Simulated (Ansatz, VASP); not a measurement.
Sb3Au: VASP beside Ansatz

```xyz
4
Lattice="-3.0298 3.0298 3.0298 3.0298 -3.0298 3.0298 3.0298 3.0298 -3.0298" Properties=species:S:1:pos:R:3 pbc="T T T"
Sb    3.0298    0.0000    0.0000
Sb    0.0000    3.0298    0.0000
Sb    0.0000    0.0000    3.0298
Au    0.0000    0.0000    0.0000
```

Change from the starting cell: volume scaled by 0.99, crystal datasets.

Alike in both runs: task electric field gradients; functional LDA; k mesh 10 × 10 × 10; occupations fermi-dirac, width 0.05 eV; no spin polarisation.

```csv
,VASP,Ansatz
version,VASP 6.6.1,Ansatz 0.2.0
potentials or method,"VASP PAW LDA potentials, release 64 (Sb, Au), cutoff 520 eV","all-electron PAW with datasets made for the crystal, scalar-relativistic"
```

|  | VASP | Ansatz | Ansatz less VASP |
| --- | --- | --- | --- |
| pressure (GPa) | -7.3 | -7.4 | -0.10 |
| size of Vzz on the site where it differs most (V/Å²) | 3.7 | 12.2 | +8.43 |

LDA's correlation is that of Perdew and Zunger in VASP and of Perdew and Wang (1992) in Ansatz. Ansatz ran all-electron here, and VASP with PAW potentials.

Neither program's run includes spin-orbit coupling.
